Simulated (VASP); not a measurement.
SnO2:

```
Sn O
1.0
     4.73800    0.00000    0.00000
     0.00000    4.73800    0.00000
     0.00000    0.00000    3.18650
Sn O
2 4
Direct
  0.50000 0.50000 0.50000
  0.00000 0.00000 0.00000
  0.80710 0.19290 0.50000
  0.69290 0.69290 0.00000
  0.19290 0.80710 0.50000
  0.30710 0.30710 0.00000
```

- Program: VASP 6.6.1
- Task: relaxation of cell and atoms
- Functional: revPBE
- Potentials or basis: VASP PAW PBE potentials, release 64 (Sn_d, O)
- Cutoff: 600 eV
- k mesh: 6 × 6 × 8
- Occupations: fermi-dirac, width 0.05 eV
- Spin: no spin polarisation

At the start: pressure 14.7 GPa; volume 11.92 Å³/atom.

Q: How do energy, volume and symmetry change on relaxing?

A: Over 8 steps the energy falls by 38.2 meV/atom and the volume is 12.83 Å³/atom (+7.6 %); space group P4_2/mnm (No. 136, to 0.1 Å) before and after.

The path:
```
step  energy change (eV)  largest force (eV/Å)  pressure (GPa)  volume (Å³)
   1              0.0000                0.3164           14.67        71.53
   2              0.0610                0.4112          -11.72        83.44
   3             -0.2245                0.1072           -0.05        76.74
   4             -0.2245                0.1005            0.20        76.64
   5             -0.2288                0.0172            0.05        76.85
   6             -0.2294                0.0230            0.00        76.96
   7             -0.2294                0.0255            0.00        76.97
   8             -0.2294                0.0063           -0.02        76.97
```

Final structure:
```
Sn O
1.0
     4.86513    0.00000    0.00000
     0.00000    4.86513    0.00000
     0.00000    0.00000    3.25206
Sn O
2 4
Direct
  0.50000 0.50000 0.50000
  0.00000 0.00000 0.00000
  0.80683 0.19317 0.50000
  0.69317 0.69317 0.00000
  0.19317 0.80683 0.50000
  0.30683 0.30683 0.00000
```

Caveat: the PAW data sets were made with another functional, which shifts forces and pressure a little.
